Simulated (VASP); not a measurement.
# WC (P3m1) in VASP: notebook

The runs below take WC through single point, with PBEsol.

All numbers are computed with VASP 6.6.1; they aren't measurements. Logs are shortened: lines on timing, memory, paths and dates and some standing lists are left out, and cuts for length are marked.

**1. The cell of the first run**

It takes space group P3m1 (No. 156, trigonal). The conventional cell has a = 2.901 Å, b = 2.901 Å, c = 2.829 Å, α = 90.00°, β = 90.00°, γ = 120.00°. Within 2.6 Å of W (site symmetry 3m) lie 6 C at 1.93 to 2.51 Å. C (site symmetry 3m) has 6 W at 1.93 to 2.51 Å within 2.6 Å.

**2. Single point, PBEsol (atom 1 (W) moved by (+0.000, -0.450) A along y and z)**

Input file INCAR:

```
ALGO = Normal
EDIFF = 1E-6
ENCUT = 520
GGA = PS
ISIF = 2
ISMEAR = 0
LASPH = T
LCHARG = T
LELF = T
LREAL = F
LVHAR = T
LWAVE = F
NBANDS = 16
NELM = 60
PREC = Accurate
SIGMA = 0.15
```

Input file KPOINTS:

```
k-points
0
Gamma
  18 18 16
```

Input file POSCAR:

```
WC
1.0
    2.9005014360      0.0000000000      0.0000000000
   -1.4502507180      2.5119079273      0.0000000000
    0.0000000000      0.0000000000      2.8290000000
W C
1 1
Direct
    0.0000000000      0.0000000000     -0.1590668081
    0.6666666667      0.3333333333      0.5000000000
```

Potentials or basis: VASP PAW PBE potentials, release 64 (W_sv, C).

Run with:

```bash
cat potpaw_PBE.64/W_sv/POTCAR potpaw_PBE.64/C/POTCAR > POTCAR
mpirun -np 1 vasp_std > vasp.out
```

OUTCAR:

```text
EDIFF = 1E-6
   ENCUT = 520
   GGA = PS
   ISIF = 2
   ISMEAR = 0
   LASPH = T
   LREAL = F
   NELM = 60
   PREC = Accurate

 ion  position               nearest neighbor table
   1  0.000  0.000  0.841-   2 1.93   2 1.93   2 1.93   2 2.51   2 2.51   2 2.51
   2  0.667  0.333  0.500-   1 1.93   1 1.93   1 1.93   1 2.51   1 2.51   1 2.51

  LATTYP: Found a hexagonal cell.
 ALAT       =     2.9005014360
 C/A-ratio  =     0.9753485949

  Lattice vectors:

 A1 = (   2.9005014360,   0.0000000000,   0.0000000000)
 A2 = (  -1.4502507180,   2.5119079273,   0.0000000000)
 A3 = (   0.0000000000,   0.0000000000,   2.8290000000)

Analysis of symmetry for initial positions (statically):
=====================================================================
 Subroutine PRICEL returns:
 Original cell was already a primitive cell.

 Routine SETGRP: Setting up the symmetry group for a
 hexagonal supercell.

 Subroutine GETGRP returns: Found  6 space group operations
 (whereof  6 operations were pure point group operations)
 out of a pool of 24 trial point group operations.

The static configuration has the point symmetry C_3v.

Analysis of symmetry for dynamics (positions and initial velocities):
=====================================================================
 Subroutine PRICEL returns:
 Original cell was already a primitive cell.

 Routine SETGRP: Setting up the symmetry group for a
 hexagonal supercell.

 Subroutine GETGRP returns: Found  6 space group operations
 (whereof  6 operations were pure point group operations)
 out of a pool of 24 trial point group operations.

The dynamic configuration has the point symmetry C_3v.

 Subroutine INISYM returns: Found  6 space group operations
 (whereof  6 operations are pure point group operations),
 and found     1 'primitive' translations

----------------------------------------------------------------------------------------

                                     Primitive cell

  volume of cell :      20.6115

  direct lattice vectors                    reciprocal lattice vectors
     2.900501436  0.000000000  0.000000000     0.344767973  0.199051882  0.000000000
    -1.450250718  2.511907927  0.000000000     0.000000000  0.398103764  0.000000000
     0.000000000  0.000000000  2.829000000     0.000000000  0.000000000  0.353481796

  length of vectors
     2.900501436  2.900501436  2.829000000     0.398103764  0.398103764  0.353481796

  position of ions in fractional coordinates (direct lattice)
     0.000000000  0.000000000  0.840933192
     0.666666667  0.333333333  0.500000000

  ion indices of the primitive-cell ions
   primitive index   ion index
                 1           1
                 2           2

----------------------------------------------------------------------------------------

 KPOINTS: k-points

Automatic generation of k-mesh.
 Grid dimensions read from file:
 generate k-points for:   18   18   16

 Generating k-lattice:

  Cartesian coordinates                     Fractional coordinates (reciprocal lattice)
     0.019153776  0.011058438  0.000000000     0.055555556  0.000000000  0.000000000
     0.000000000  0.022116876  0.000000000     0.000000000  0.055555556  0.000000000
     0.000000000  0.000000000  0.022092612     0.000000000  0.000000000  0.062500000

  Length of vectors
     0.022116876  0.022116876  0.022092612

  Shift w.r.t. Gamma in fractional coordinates (k-lattice)
     0.000000000  0.000000000  0.000000000

 Subroutine IBZKPT returns following result:
 ===========================================

 Found    522 irreducible k-points:

 Following reciprocal coordinates:
            Coordinates               Weight
  0.000000  0.000000  0.000000      1.000000
  0.055556  0.000000  0.000000      6.000000
  0.111111  0.000000  0.000000      6.000000
  0.166667  0.000000  0.000000      6.000000
  0.222222 -0.000000  0.000000      6.000000
  0.277778  0.000000  0.000000      6.000000
[... 16 lines left out ...]
  0.333333  0.111111  0.000000     12.000000
  0.388889  0.111111  0.000000     12.000000
 [... further k-points ...]
   k-points           NKPTS =    522   k-points in BZ     NKDIM =    522   number of bands    NBANDS=     16
   number of dos      NEDOS =    301   number of ions     NIONS =      2
   total plane-waves  NPLWV =  13824
   dimension x,y,z NGX =    24 NGY =   24 NGZ =   24
   dimension x,y,z NGXF=    48 NGYF=   48 NGZF=   48
   ions per type =               1   1
   NGX,Y,Z   is equivalent  to a cutoff of  13.76, 13.76, 14.10 a.u.
   NGXF,Y,Z  is equivalent  to a cutoff of  27.51, 27.51, 28.21 a.u.
 SYSTEM =  unknown system
   PREC   = accura    normal or accurate (medium, high low for compatibility)
   ISTART =      0    job   : 0-new  1-cont  2-samecut
   ICHARG =      2    charge: 1-file 2-atom 10-const
   ISPIN  =      1    spin polarized calculation?
   LNONCOLLINEAR =      F non collinear calculations
   LSORBIT =      F    spin-orbit coupling
   LASPH  =      T    aspherical Exc in radial PAW
   ENCUT  =  520.0 eV  38.22 Ry    6.18 a.u.   5.39  5.39  5.26*2*pi/ulx,y,z
   NELM   =     60;   NELMIN=  2; NELMDL= -5     # of ELM steps
   EDIFF  = 0.1E-05   stopping-criterion for ELM
   LREAL  =      F    real-space projection
   EDIFFG = 0.1E-04   stopping-criterion for IOM
   NSW    =      0    number of steps for IOM
   IBRION =     -1    ionic relax: 0-MD 1-quasi-New 2-CG
   NFREE  =      0    steps in history (QN), initial steepest desc. (CG)
   ISIF   =      2    stress and relaxation
   ISYM   =      2    0-nonsym 1-usesym 2-fastsym
   POTIM  = 0.5000    time-step for ionic-motion
   TEBEG  =    0.0;   TEEND  =   0.0 temperature during run
   PSTRESS=    0.0 pullay stress
   NELECT =      18.0000    total number of electrons
   NUPDOWN=      -1.0000    fix difference up-down
   EMIN   =  10.00;   EMAX   =-10.00  energy-range for DOS
   EFERMI =   0.00;   METHOD = LEGACY
   ISMEAR =     0;   SIGMA  =   0.15  broadening in eV -4-tet -1-fermi 0-gaus
   EFERMI_NEDOS =   21; number of points for ismear=-14 and -15
   IALGO  =     38    algorithm
   IMIX   =      4    mixing-type and parameters
     AMIX     =   0.40;   BMIX     =  1.00
     AMIX_MAG =   1.60;   BMIX_MAG =  1.00
  volume/ion in A,a.u.               =      10.31        69.55
  Fermi-wavevector in a.u.,A,eV,Ry     =   1.564813  2.957068 33.315762  2.448639
  Thomas-Fermi vector in A             =   2.667381
   LORBIT       =      0    0 simple, 1 ext, 2 COOP (PROOUT), +10 PAW based schemes
   GGA     = PS    functional components
   LHFCALC =     F    Hartree Fock is set to
   AEXX    =    0.0000 exact exchange contribution
   IVDW    =     0    specifies the selected vdW correction
   LEPSILON=     F    determine dielectric tensor
   LRPA    =     F    only Hartree local field effects (RPA)
 non-spin polarized calculation
 Gauss-broadening in eV      SIGMA  =   0.15
  energy-cutoff  :      520.00
  volume of cell :       20.61
 maximum number of plane-waves:       580
 NGX is ok and might be reduce to    24
   NGX = 11   NGY = 11   NGZ = 11

 number of electron      17.9999999 magnetization

 Free energy of the ion-electron system (eV)
  ---------------------------------------------------
  ext. energy  EPLUGINS =         0.00000000
  ---------------------------------------------------
  free energy    TOTEN  =       -22.24451407 eV

  energy without entropy =      -22.23938369  energy(sigma->0) =      -22.24194888

 E-fermi :  11.4136     XC(G=0): -13.8554

 val. band max:       11.4131712164   @ k =   0.1111   0.0556   0.3125
 cond. band min:      11.4151591834   @ k =   0.1667   0.0556   0.3750
 fundamental gap:      0.0019879670
 Fermi energy:        11.4136243092

 k-point     1 :       0.0000    0.0000    0.0000
  band No.  band energies     occupation
      1     -62.6417      2.00000
      2     -26.6760      2.00000
      3     -26.6760      2.00000
      4     -26.6750      2.00000
      5      -3.4105      2.00000
      6       5.1349      2.00000
[... 8 lines left out ...]
     15      21.9948      0.00000
     16      28.2168      0.00000

 k-point     2 :       0.0556    0.0000    0.0000
  band No.  band energies     occupation
      1     -62.6398      2.00000
      2     -26.7090      2.00000
      3     -26.6827      2.00000
      4     -26.6683      2.00000
      5      -3.3232      2.00000
      6       5.1522      2.00000
[... 8 lines left out ...]
     15      22.1984      0.00000
     16      28.1562      0.00000

 k-point     3 :       0.1111    0.0000    0.0000
  band No.  band energies     occupation
      1     -62.6341      2.00000
      2     -26.7942      2.00000
      3     -26.7019      2.00000
      4     -26.6584      2.00000
      5      -3.0703      2.00000
      6       5.1339      2.00000
[... 8 lines left out ...]
     15      22.7487      0.00000
     16      27.9970      0.00000

 k-point     4 :       0.1667    0.0000    0.0000
  band No.  band energies     occupation
      1     -62.6255      2.00000
      2     -26.9222      2.00000
      3     -26.7313      2.00000
      4     -26.6435      2.00000
      5      -2.6778      2.00000
      6       4.9373      2.00000
[... 8 lines left out ...]
     15      23.5069      0.00000
     16      27.8553      0.00000

 k-point     5 :       0.2222   -0.0000    0.0000
  band No.  band energies     occupation
      1     -62.6148      2.00000
      2     -27.0759      2.00000
      3     -26.7670      2.00000
      4     -26.6252      2.00000
      5      -2.1878      2.00000
      6       4.6089      2.00000
[... 8 lines left out ...]
     15      24.2543      0.00000
     16      27.9445      0.00000

 k-point     6 :       0.2778    0.0000    0.0000
  band No.  band energies     occupation
      1     -62.6035      2.00000
      2     -27.2358      2.00000
      3     -26.8048      2.00000
      4     -26.6057      2.00000
      5      -1.6565      2.00000
      6       4.2979      2.00000
[... 8 lines left out ...]
     15      24.8161      0.00000
     16      28.1745      0.00000

 k-point     7 :       0.3333   -0.0000    0.0000
  band No.  band energies     occupation
      1     -62.5929      2.00000
      2     -27.3828      2.00000
      3     -26.8400      2.00000
      4     -26.5873      2.00000
      5      -1.1523      2.00000
      6       4.0984      2.00000
[... 8 lines left out ...]
     15      25.3291      0.00000
     16      27.7223      0.00000

 k-point     8 :       0.3889   -0.0000    0.0000
  band No.  band energies     occupation
      1     -62.5842      2.00000
      2     -27.5004      2.00000
      3     -26.8685      2.00000
      4     -26.5723      2.00000
      5      -0.7456      2.00000
      6       4.0470      2.00000
[... 8 lines left out ...]
     15      25.8711      0.00000
     16      26.9419      0.00000

 k-point     9 :       0.4444   -0.0000    0.0000
  band No.  band energies     occupation
      1     -62.5785      2.00000
      2     -27.5762      2.00000
      3     -26.8871      2.00000
      4     -26.5625      2.00000
      5      -0.4888      2.00000
      6       4.1056      2.00000
[... 8 lines left out ...]
     15      25.7609      0.00000
     16      27.0047      0.00000
[... 172 lines left out ...]
 k-point    19 :       0.1111    0.1111    0.0000
  band No.  band energies     occupation
      1     -62.6207      2.00000
      2     -26.9820      2.00000
      3     -26.7578      2.00000
      4     -26.6352      2.00000
      5      -2.4542      2.00000
      6       4.8142      2.00000
[... 8 lines left out ...]
     15      23.9394      0.00000
     16      28.1192      0.00000

 k-point    20 :       0.1667    0.1111    0.0000
  band No.  band energies     occupation
      1     -62.6107      2.00000
      2     -27.1146      2.00000
      3     -26.8026      2.00000
      4     -26.6179      2.00000
      5      -1.9816      2.00000
      6       4.5270      2.00000
[... 8 lines left out ...]
     15      24.6976      0.00000
     16      28.3819      0.00000

 k-point    21 :       0.2222    0.1111    0.0000
  band No.  band energies     occupation
      1     -62.6001      2.00000
      2     -27.2524      2.00000
      3     -26.8506      2.00000
      4     -26.5996      2.00000
      5      -1.4648      2.00000
      6       4.2724      2.00000
[... 8 lines left out ...]
     15      25.3231      0.00000
     16      28.6476      0.00000

 k-point    22 :       0.2778    0.1111    0.0000
  band No.  band energies     occupation
      1     -62.5901      2.00000
      2     -27.3792      2.00000
      3     -26.8956      2.00000
      4     -26.5823      2.00000
      5      -0.9702      2.00000
      6       4.1246      2.00000
[... 8 lines left out ...]
     15      25.8311      0.00000
     16      28.1611      0.00000

 k-point    23 :       0.3333    0.1111    0.0000
  band No.  band energies     occupation
      1     -62.5819      2.00000
      2     -27.4808      2.00000
      3     -26.9321      2.00000
      4     -26.5682      2.00000
      5      -0.5683      2.00000
      6       4.1175      2.00000
[... 8 lines left out ...]
     15      26.3494      0.00000
     16      27.3266      0.00000

 k-point    24 :       0.3889    0.1111    0.0000
  band No.  band energies     occupation
      1     -62.5765      2.00000
      2     -27.5464      2.00000
      3     -26.9559      2.00000
      4     -26.5589      2.00000
      5      -0.3134      2.00000
      6       4.2108      2.00000
[... 8 lines left out ...]
     15      26.3714      0.00000
     16      27.1199      0.00000

 [... further k-points ...]

------------------------ aborting loop because EDIFF is reached ----------------------------------------

  FORCE on cell =-STRESS in cart. coord.  units (eV):
  Direction    XX          YY          ZZ          XY          YZ          ZX
  --------------------------------------------------------------------------------------
  -------------------------------------------------------------------------------------
  Total        6.2787750      6.2787750      4.8692129      0.0000000      0.0000000      0.0000000
  in kB      488.0628561    488.0628561    378.4945216      0.0000000      0.0000000      0.0000000
  external PRESSURE =     451.5400779 kB  Pullay stress =       0.0000000 kB

 VOLUME and BASIS-vectors are now :
 -----------------------------------------------------------------------------
  energy-cutoff  :      520.00
  volume of cell :       20.61
      direct lattice vectors                 reciprocal lattice vectors
     2.900501436  0.000000000  0.000000000     0.344767973  0.199051882  0.000000000
    -1.450250718  2.511907927  0.000000000     0.000000000  0.398103764  0.000000000
     0.000000000  0.000000000  2.829000000     0.000000000  0.000000000  0.353481796

 POSITION                                       TOTAL-FORCE (eV/Angst)
 -----------------------------------------------------------------------------------
      0.00000      0.00000      2.37900        -0.000000      0.000000      7.610551
      1.45025      0.83730      1.41450         0.000000     -0.000000     -7.610551
 -----------------------------------------------------------------------------------
    total drift:                                0.000000      0.000000     -0.000339

  FREE ENERGIE OF THE ION-ELECTRON SYSTEM (eV)
  ---------------------------------------------------
  free  energy   TOTEN  =       -22.2445140715 eV

  energy  without entropy=      -22.2393836864  energy(sigma->0) =      -22.24194888
```

Wall time 65 s (1 thread of Intel Xeon Platinum 8488C (Sapphire Rapids), shared host); peak memory 0.28 GiB.

What came out:

```yaml
Free_energy: -22.2445 eV
Pressure: 45.2 GPa
Largest_force: 7.611 eV/Å
Band_gap_on_the_k_mesh: zero (bands 9 and 10 overlap by 2.76 eV)
```

Forces on the atoms (eV/Å):
```
W    0.000  0.000  7.611
C    0.000  0.000 -7.611
```

Caveat: the cell differs from its parent crystal (atom 1 (W) moved by (+0.000, -0.450) A along y and z); the stress differs along the axes, from 38 to 49 GPa; the PAW data sets were made with another functional, which shifts forces and pressure a little; spin-orbit coupling is left out, which moves the levels of the heavy elements.

(Continued in part 2 of 2.)
